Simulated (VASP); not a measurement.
Crystal: La2O3.

```xyz
5
Lattice="6.2668 0.0000 0.0000 -3.1334 5.4272 0.0000 0.0000 0.0000 3.2998" Properties=species:S:1:pos:R:3 pbc="T T T"
La    0.0000    3.6181    1.6499
La    3.1334    1.8091    1.6499
O     1.5416    2.6701    0.0000
O    -1.5918    2.7571    0.0000
O     3.1836    0.0000    0.0000
```

Base run:

- Program: VASP 6.6.1
- Functional: PBEsol
- Potentials or basis: VASP PAW PBE potentials, release 64 (La, O)
- Cutoff: 520 eV
- k mesh: 6 × 6 × 6
- Occupations: gaussian, width 0.01 eV
- Spin: no spin polarisation

Its results: band gap on the k mesh 1.46 eV (least direct gap 1.98 eV); pressure -1.2 GPa; largest force 0.062 eV/Å.

**Question.** The run is repeated on the same cell with these changes: functional from PBEsol to LDA; potentials or basis from VASP PAW PBE potentials, release 64 (La, O) to VASP PAW LDA potentials, release 64 (La, O). What comes out?

**Answer.** Band gap on the k mesh 1.38 eV (least direct gap 1.90 eV); pressure -3.3 GPa; largest force 0.073 eV/Å.

Caveats: spin-orbit coupling is left out, which moves the levels of the heavy elements; the PAW data sets were made with another functional, which shifts forces and pressure a little (at least some runs); the cell stands under tension (at least some runs).

A k mesh can miss the band edges.
